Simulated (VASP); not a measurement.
# Si (Fd-3m) in VASP: further runs

Runs on Si. Level: LDA. Tasks: single point.

All numbers are computed with VASP 6.6.1; they aren't measurements. Logs are shortened: lines on timing, memory, paths and dates and some standing lists are left out, and cuts for length are marked.

**1. The cell of the first run**

It takes space group Fd-3m (No. 227, cubic). Conventional cell: a = 5.402 Å, b = 5.402 Å, c = 5.402 Å, α = 90.00°, β = 90.00°, γ = 90.00°. Si (site symmetry -43m) has 4 Si at 2.34 Å within 3.1 Å.

**2. Single point, LDA**

The input, INCAR:

```
PREC     = Accurate       # precision mode
ENCUT    = 520            # plane-wave cutoff, eV
EDIFF    = 1E-6           # SCF threshold, eV
ISMEAR   = 0              # smearing method
SIGMA    = 0.02           # smearing width, eV
LREAL    = F              # projectors in reciprocal space
LASPH    = T              # aspherical terms in the spheres
NELM     = 60             # most SCF steps
ALGO     = Normal         # electronic algorithm
ISIF     = 2              # what is computed and relaxed
LWAVE    = F              # write WAVECAR
LCHARG   = F              # write CHGCAR
GGA      = CA             # functional
NBANDS   = 11             # bands
```

The input, KPOINTS:

```
Automatic mesh
0
Gamma
  10 10 10
```

The input, POSCAR:

```
Si
1.0
    0.0000000000      2.7008305081      2.7008305081
    2.7008305081      0.0000000000      2.7008305081
    2.7008305081      2.7008305081      0.0000000000
Si
2
Direct
    0.5000000000      0.5000000000      0.5000000000
    0.7500000000      0.7500000000      0.7500000000
```

Potentials or basis: VASP PAW LDA potentials, release 64 (Si).

On the command line:

```
cat potpaw_LDA.64/Si/POTCAR > POTCAR
mpirun -np 1 vasp_std > vasp.out
```

OUTCAR:

```text
PREC = Accurate
   ENCUT = 520
   EDIFF = 1E-6
   ISMEAR = 0
   LREAL = F
   LASPH = T
   NELM = 60
   ISIF = 2
   GGA = CA

 ion  position               nearest neighbor table
   1  0.500  0.500  0.500-   2 2.34   2 2.34   2 2.34   2 2.34
   2  0.750  0.750  0.750-   1 2.34   1 2.34   1 2.34   1 2.34

  LATTYP: Found a face centered cubic cell.
 ALAT       =     5.4016610162

  Lattice vectors:

 A1 = (   0.0000000000,   2.7008305081,   2.7008305081)
 A2 = (   2.7008305081,   0.0000000000,   2.7008305081)
 A3 = (   2.7008305081,   2.7008305081,   0.0000000000)

Analysis of symmetry for initial positions (statically):
=====================================================================
 Subroutine PRICEL returns:
 Original cell was already a primitive cell.

 Routine SETGRP: Setting up the symmetry group for a
 face centered cubic supercell.

 Subroutine GETGRP returns: Found 48 space group operations
 (whereof 24 operations were pure point group operations)
 out of a pool of 48 trial point group operations.

The static configuration has the point symmetry T_d .
 The point group associated with its full space group is O_h .

Analysis of symmetry for dynamics (positions and initial velocities):
=====================================================================
 Subroutine PRICEL returns:
 Original cell was already a primitive cell.

 Routine SETGRP: Setting up the symmetry group for a
 face centered cubic supercell.

 Subroutine GETGRP returns: Found 48 space group operations
 (whereof 24 operations were pure point group operations)
 out of a pool of 48 trial point group operations.

The dynamic configuration has the point symmetry T_d .
 The point group associated with its full space group is O_h .

 Subroutine INISYM returns: Found 48 space group operations
 (whereof 24 operations are pure point group operations),
 and found     1 'primitive' translations

----------------------------------------------------------------------------------------

                                     Primitive cell

  volume of cell :      39.4023

  direct lattice vectors                    reciprocal lattice vectors
     0.000000000  2.700830508  2.700830508    -0.185128241  0.185128241  0.185128241
     2.700830508  0.000000000  2.700830508     0.185128241 -0.185128241  0.185128241
     2.700830508  2.700830508  0.000000000     0.185128241  0.185128241 -0.185128241

  length of vectors
     3.819551134  3.819551134  3.819551134     0.320651519  0.320651519  0.320651519

  position of ions in fractional coordinates (direct lattice)
     0.500000000  0.500000000  0.500000000
     0.750000000  0.750000000  0.750000000

  ion indices of the primitive-cell ions
   primitive index   ion index
                 1           1
                 2           2

----------------------------------------------------------------------------------------

 KPOINTS: Automatic mesh

Automatic generation of k-mesh.
 Grid dimensions read from file:
 generate k-points for:   10   10   10

 Generating k-lattice:

  Cartesian coordinates                     Fractional coordinates (reciprocal lattice)
    -0.018512824  0.018512824  0.018512824     0.100000000  0.000000000  0.000000000
     0.018512824 -0.018512824  0.018512824     0.000000000  0.100000000  0.000000000
     0.018512824  0.018512824 -0.018512824     0.000000000  0.000000000  0.100000000

  Length of vectors
     0.032065152  0.032065152  0.032065152

  Shift w.r.t. Gamma in fractional coordinates (k-lattice)
     0.000000000  0.000000000  0.000000000

 Subroutine IBZKPT returns following result:
 ===========================================

 Found     47 irreducible k-points:

 Following reciprocal coordinates:
            Coordinates               Weight
  0.000000  0.000000  0.000000      1.000000
  0.100000  0.000000  0.000000      8.000000
  0.200000  0.000000  0.000000      8.000000
  0.300000  0.000000  0.000000      8.000000
  0.400000  0.000000  0.000000      8.000000
  0.500000  0.000000  0.000000      4.000000
[... 16 lines left out ...]
  0.300000  0.300000  0.000000      6.000000
  0.400000  0.300000  0.000000     24.000000
 [... further k-points ...]
   k-points           NKPTS =     47   k-points in BZ     NKDIM =     47   number of bands    NBANDS=     11
   number of dos      NEDOS =    301   number of ions     NIONS =      2
   total plane-waves  NPLWV =  21952
   dimension x,y,z NGX =    28 NGY =   28 NGZ =   28
   dimension x,y,z NGXF=    56 NGYF=   56 NGZF=   56
   ions per type =               2
   NGX,Y,Z   is equivalent  to a cutoff of  12.19, 12.19, 12.19 a.u.
   NGXF,Y,Z  is equivalent  to a cutoff of  24.37, 24.37, 24.37 a.u.
 SYSTEM =  unknown system
   PREC   = accura    normal or accurate (medium, high low for compatibility)
   ISTART =      0    job   : 0-new  1-cont  2-samecut
   ICHARG =      2    charge: 1-file 2-atom 10-const
   ISPIN  =      1    spin polarized calculation?
   LNONCOLLINEAR =      F non collinear calculations
   LSORBIT =      F    spin-orbit coupling
   LASPH  =      T    aspherical Exc in radial PAW
   ENCUT  =  520.0 eV  38.22 Ry    6.18 a.u.   7.10  7.10  7.10*2*pi/ulx,y,z
   NELM   =     60;   NELMIN=  2; NELMDL= -5     # of ELM steps
   EDIFF  = 0.1E-05   stopping-criterion for ELM
   LREAL  =      F    real-space projection
   EDIFFG = 0.1E-04   stopping-criterion for IOM
   NSW    =      0    number of steps for IOM
   IBRION =     -1    ionic relax: 0-MD 1-quasi-New 2-CG
   NFREE  =      0    steps in history (QN), initial steepest desc. (CG)
   ISIF   =      2    stress and relaxation
   ISYM   =      2    0-nonsym 1-usesym 2-fastsym
   POTIM  = 0.5000    time-step for ionic-motion
   TEBEG  =    0.0;   TEEND  =   0.0 temperature during run
   PSTRESS=    0.0 pullay stress
   NELECT =       8.0000    total number of electrons
   NUPDOWN=      -1.0000    fix difference up-down
   EMIN   =  10.00;   EMAX   =-10.00  energy-range for DOS
   EFERMI =   0.00;   METHOD = LEGACY
   ISMEAR =     0;   SIGMA  =   0.02  broadening in eV -4-tet -1-fermi 0-gaus
   EFERMI_NEDOS =   21; number of points for ismear=-14 and -15
   IALGO  =     38    algorithm
   IMIX   =      4    mixing-type and parameters
     AMIX     =   0.40;   BMIX     =  1.00
     AMIX_MAG =   1.60;   BMIX_MAG =  1.00
  volume/ion in A,a.u.               =      19.70       132.95
  Fermi-wavevector in a.u.,A,eV,Ry     =   0.962197  1.818289 12.596597  0.925824
  Thomas-Fermi vector in A             =   2.091635
   LORBIT       =      0    0 simple, 1 ext, 2 COOP (PROOUT), +10 PAW based schemes
   GGA     = CA    functional components
   LHFCALC =     F    Hartree Fock is set to
   AEXX    =    0.0000 exact exchange contribution
   IVDW    =     0    specifies the selected vdW correction
   LEPSILON=     F    determine dielectric tensor
   LRPA    =     F    only Hartree local field effects (RPA)
 non-spin polarized calculation
 Gauss-broadening in eV      SIGMA  =   0.02
  energy-cutoff  :      520.00
  volume of cell :       39.40
 maximum number of plane-waves:      1073
   NGX = 15   NGY = 15   NGZ = 15

 number of electron       8.0000001 magnetization

 Free energy of the ion-electron system (eV)
  ---------------------------------------------------
  ext. energy  EPLUGINS =         0.00000000
  ---------------------------------------------------
  free energy    TOTEN  =       -11.91907834 eV

  energy without entropy =      -11.91907834  energy(sigma->0) =      -11.91907834

 E-fermi :   6.0952     XC(G=0):  -9.6662

 val. band max:        5.9351079094   @ k =   0.0000   0.0000   0.0000
 cond. band min:       6.3874093418   @ k =   0.4000   0.4000   0.0000
 fundamental gap:      0.4523014324
 Fermi energy:         6.0951821929

 k-point     1 :       0.0000    0.0000    0.0000
  band No.  band energies     occupation
      1      -6.1326      2.00000
      2       5.9351      2.00000
      3       5.9351      2.00000
      4       5.9351      2.00000
      5       8.4660      0.00000
      6       8.4660      0.00000
      7       8.4660      0.00000
      8       9.3292      0.00000
      9      13.6711      0.00000
     10      13.6711      0.00000
     11      13.6812      0.00000

 k-point     2 :       0.1000    0.0000    0.0000
  band No.  band energies     occupation
      1      -5.9998      2.00000
      2       4.7763      2.00000
      3       5.7328      2.00000
      4       5.7328      2.00000
      5       8.4778      0.00000
      6       8.7630      0.00000
      7       8.7630      0.00000
      8      10.2419      0.00000
      9      13.2923      0.00000
     10      13.2923      0.00000
     11      14.2384      0.00000

 k-point     3 :       0.2000    0.0000    0.0000
  band No.  band energies     occupation
      1      -5.6076      2.00000
      2       2.8923      2.00000
      3       5.3474      2.00000
      4       5.3474      2.00000
      5       8.1150      0.00000
      6       9.2732      0.00000
      7       9.2732      0.00000
      8      11.9836      0.00000
      9      12.9591      0.00000
     10      12.9591      0.00000
     11      14.9165      0.00000

 k-point     4 :       0.3000    0.0000    0.0000
  band No.  band energies     occupation
      1      -4.9821      2.00000
      2       1.0838      2.00000
      3       5.0104      2.00000
      4       5.0104      2.00000
      5       7.7471      0.00000
      6       9.4315      0.00000
      7       9.4315      0.00000
      8      13.4993      0.00000
      9      13.5096      0.00000
     10      13.5096      0.00000
     11      14.7170      0.00000
[... 239 lines left out ...]
 k-point    22 :      -0.2000    0.2000    0.0000
  band No.  band energies     occupation
      1      -4.7633      2.00000
      2       1.4316      2.00000
      3       2.8625      2.00000
      4       5.0822      2.00000
      5       8.7866      0.00000
      6       9.9062      0.00000
      7      10.1933      0.00000
      8      11.6273      0.00000
      9      11.9988      0.00000
     10      16.5612      0.00000
     11      16.7515      0.00000

 k-point    23 :       0.3000    0.3000    0.0000
  band No.  band energies     occupation
      1      -4.5614      2.00000
      2       1.5083      2.00000
      3       3.6695      2.00000
      4       3.6695      2.00000
      5       6.6843      0.00000
      6       8.2314      0.00000
      7      12.5857      0.00000
      8      12.5857      0.00000
      9      15.0868      0.00000
     10      15.4256      0.00000
     11      18.2781      0.00000

 k-point    24 :       0.4000    0.3000    0.0000
  band No.  band energies     occupation
      1      -3.9393      2.00000
      2       0.4926      2.00000
      3       3.0204      2.00000
      4       3.4628      2.00000
      5       6.8724      0.00000
      6       8.0667      0.00000
      7      12.8857      0.00000
      8      13.0007      0.00000
      9      16.4413      0.00000
     10      16.7278      0.00000
     11      18.0347      0.00000

 [... further k-points ...]
[... 5 lines left out ...]
  --------------------------------------------------------------------------------------
  -------------------------------------------------------------------------------------
  Total        0.0154779      0.0154779      0.0154779      0.0000000      0.0000000      0.0000000
  in kB        0.6293621      0.6293621      0.6293621      0.0000000      0.0000000      0.0000000
  external PRESSURE =       0.6293621 kB  Pullay stress =       0.0000000 kB

 VOLUME and BASIS-vectors are now :
 -----------------------------------------------------------------------------
  energy-cutoff  :      520.00
  volume of cell :       39.40
      direct lattice vectors                 reciprocal lattice vectors
     0.000000000  2.700830508  2.700830508    -0.185128241  0.185128241  0.185128241
     2.700830508  0.000000000  2.700830508     0.185128241 -0.185128241  0.185128241
     2.700830508  2.700830508  0.000000000     0.185128241  0.185128241 -0.185128241

 POSITION                                       TOTAL-FORCE (eV/Angst)
 -----------------------------------------------------------------------------------
      2.70083      2.70083      2.70083        -0.000000     -0.000000      0.000000
      4.05125      4.05125      4.05125         0.000000      0.000000     -0.000000
 -----------------------------------------------------------------------------------
    total drift:                                0.000000      0.000000     -0.000000

  FREE ENERGIE OF THE ION-ELECTRON SYSTEM (eV)
  ---------------------------------------------------
  free  energy   TOTEN  =       -11.9190783424 eV

  energy  without entropy=      -11.9190783424  energy(sigma->0) =      -11.91907834
```

Wall time 13 s (1 thread of AMD EPYC 7R43 (Zen 3), shared host); peak memory 0.1 GiB.

Results:

| Item | Value |
| --- | --- |
| Free energy | -11.9191 eV |
| Pressure | 0.1 GPa |
| Band gap on the k mesh | 0.45 eV, indirect (least direct gap 2.53 eV) |

A k mesh can miss the band edges.

**3. Single point, LDA**

The input, INCAR:

```
SYSTEM = Si
PREC = Accurate
ENCUT = 520
EDIFF = 1E-7
ISMEAR = 0
SIGMA = 0.01
LREAL = .False.
LASPH = .True.
NELM = 80
ALGO = Normal
ISIF = 2
LWAVE = .False.
LCHARG = .False.
NBANDS = 11
```

The input, KPOINTS:

```
Automatic mesh
0
Gamma
  12 12 12
  0 0 0
```

POSCAR is that of step 2.

Potentials or basis: VASP PAW LDA potentials, release 64 (Si).

On the command line:

```
cat potpaw_LDA.64/Si/POTCAR > POTCAR
mpirun -np 1 vasp_std > vasp.out
```

It took 18 s on 1 thread of AMD EPYC 7R43 (Zen 3), shared host; peak memory 0.11 GiB.

The run converged. Its results:

- Free energy: -11.9197 eV
- Pressure: 0.1 GPa
- Band gap on the k mesh: 0.44 eV, indirect (least direct gap 2.53 eV)

Levels at points of the mesh, in eV from the valence-band top:
| k point | band 1 | band 2 | band 3 | band 4 | band 5 | band 6 | band 7 | band 8 | band 9 |
| --- | --- | --- | --- | --- | --- | --- | --- | --- | --- |
| (0.00, 0.00, 0.00) | -12.07 | 0.00 | 0.00 | 0.00 | 2.53 | 2.53 | 2.53 | 3.39 | 7.74 |
| (0.50, 0.00, 0.00) | -9.69 | -7.07 | -1.21 | -1.21 | 1.49 | 3.29 | 3.29 | 7.54 | 10.56 |
| (0.50, 0.50, 0.00) | -7.87 | -7.87 | -2.89 | -2.89 | 0.57 | 0.57 | 10.12 | 10.12 | 10.97 |
